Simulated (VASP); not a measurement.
Wanted: the native input for a VASP 6.6.1 run.

* Task: single point
* Functional: PBE
* Potentials or basis: VASP PAW PBE potentials, release 64 (Al, Ni)
* Cutoff: 520 eV
* k mesh: 14 × 14 × 14
* Occupations: gaussian, width 0.15 eV
* Spin: collinear spin, ferromagnetic start
* Starting moments: [0.0, 0.375, 0.375, 0.375] μB
* Fixed moment: 1.125 μB
* Dipole correction: no
* Further INCAR settings: ALGO = Normal; EDIFF = 1e-06; NBANDS = 28

The structure of AlNi3 lies in POSCAR:

```
AlNi3
1.0
    0.0000000000      2.7779734381      2.7779734381
    2.7779734381      0.0000000000      2.7779734381
    2.7779734381      2.7779734381      0.0000000000
Al Ni
1 3
Direct
    0.5000000000      0.5000000000      0.5000000000
    0.2500000000      0.2500000000      0.2500000000
    0.0000000000      0.0000000000      0.0000000000
    0.7500000000      0.7500000000      0.7500000000
```

One way to write it, as run:

INCAR

```
SYSTEM = AlNi3
PREC     = Accurate       ! precision mode
ENCUT    = 520            ! plane-wave cutoff, eV
EDIFF    = 1E-6           ! SCF threshold, eV
ISMEAR   = 0              ! smearing method
SIGMA    = 0.15           ! smearing width, eV
LREAL    = .FALSE.        ! projectors in reciprocal space
LASPH    = .TRUE.         ! aspherical terms in the spheres
NELM     = 150            ! most SCF steps
ALGO     = Normal         ! electronic algorithm
ISIF     = 2              ! what is computed and relaxed
LWAVE    = .FALSE.        ! write WAVECAR
LCHARG   = .FALSE.        ! write CHGCAR
ISPIN    = 2              ! spin polarisation
MAGMOM   = 0 0.375 0.375 0.375 ! initial moments
LORBIT   = 11             ! projections on sites
NUPDOWN  = 1.125          ! fixed moment
LMAXMIX  = 4              ! l up to which the mixer works
GGA      = PE             ! functional
NBANDS   = 28             ! bands
```

KPOINTS

```
Automatic mesh
0
G
  14 14 14
  0 0 0
```

Potentials or basis: VASP PAW PBE potentials, release 64 (Al, Ni).

The run is started by

```console
$ cat potpaw_PBE.64/Al/POTCAR potpaw_PBE.64/Ni/POTCAR > POTCAR
$ mpirun -np 1 vasp_std > vasp.out
```

Results of the run:

| Quantity | Value |
| --- | --- |
| Pressure | 14.0 GPa |
| Net moment | 1.13 μB per cell |
| Site moments | Al +0.01; Ni +0.32, +0.45 (each value once) μB |
| Valence electrons inside the program's atomic spheres | Al 0.84; Ni 9.51, 9.44 (each value once) |

Caveat: the cell stands under pressure; the total moment is fixed, so each spin has its own Fermi level and the state may be an excited one.

It took 7.4 min on 1 thread of Oxide Virtual Turin-like Processor (shared host), peak memory 0.28 GiB.
